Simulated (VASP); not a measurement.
Here is a VASP 6.6.1 calculation.

The input INCAR:

```
PREC = Accurate
ENCUT = 500
EDIFF = 1E-6
ISMEAR = -1
SIGMA = 0.05
LREAL = F
LASPH = T
NELM = 120
ALGO = Normal
ISIF = 2
LWAVE = F
LCHARG = T
GGA = PE
LELF = T
LVHAR = T
NBANDS = 13
GGA_COMPAT = F
```

File KPOINTS:

```
regular mesh
0
Gamma
  13 13 13
```

File POSCAR:

```
Pb
1.0
    0.0000000000      2.4750200000      2.4750200000
    2.4750200000      0.0000000000      2.4750200000
    2.4750200000      2.4750200000      0.0000000000
Pb
1
Direct
    0.0000000000      0.0000000000      0.0000000000
```

Potentials or basis: VASP PAW PBE potentials, release 64 (Pb_d).

Command:

```sh
$ cat potpaw_PBE.64/Pb_d/POTCAR > POTCAR
$ mpirun -np 1 vasp_std > vasp.out
```

Estimate the band gap on the k mesh.

zero (band 7 reaches 14.70 eV, above the bottom of band 8 at 5.61 eV).

Predict the pressure.

2.4 GPa.

Caveat: spin-orbit coupling is left out, which moves the levels of the heavy elements.
